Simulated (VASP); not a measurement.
A run of VASP 6.6.1:

The input INCAR:

```
PREC = Accurate ; ENCUT = 500
EDIFF = 1E-6 ; ISMEAR = -1
SIGMA = 0.02 ; LREAL = F
LASPH = T ; NELM = 200
ALGO = Normal ; ISIF = 2
LWAVE = F ; LCHARG = T
MAGMOM = 0 0 0 0 0 0 0 0 0 ; LORBIT = 11
LSORBIT = T ; GGA_COMPAT = F
LORBMOM = T ; LMAXMIX = 4
GGA = PE ; LVHAR = T
NBANDS = 35
```

KPOINTS

```
Automatic mesh
0
Gamma
  4 4 4
```

POSCAR

```
PtSe2
1.0
    0.0000000000      3.1308957809      3.1308957809
    3.1308957809      0.0000000000      3.1308957809
    3.1308957809      3.1308957809      0.0000000000
Pt Se
1 2
Direct
    0.0000000000      0.0000000000      0.0000000000
    0.2500000000      0.2500000000      0.2500000000
    0.7500000000      0.7500000000      0.7500000000
```

Potentials or basis: VASP PAW PBE potentials, release 64 (Pt, Se).

Command:

```console
$ cat potpaw_PBE.64/Pt/POTCAR potpaw_PBE.64/Se/POTCAR > POTCAR
$ mpirun -np 1 vasp_ncl > vasp.out
```

Hardware: 1 thread of Intel Xeon 8259CL, on a shared host.

Estimate the wall time of this run.

Wall time 99 s on 1 thread of Intel Xeon 8259CL, on a shared host, peak memory 0.31 GiB. Counts: scf iterations 15, k points 8.
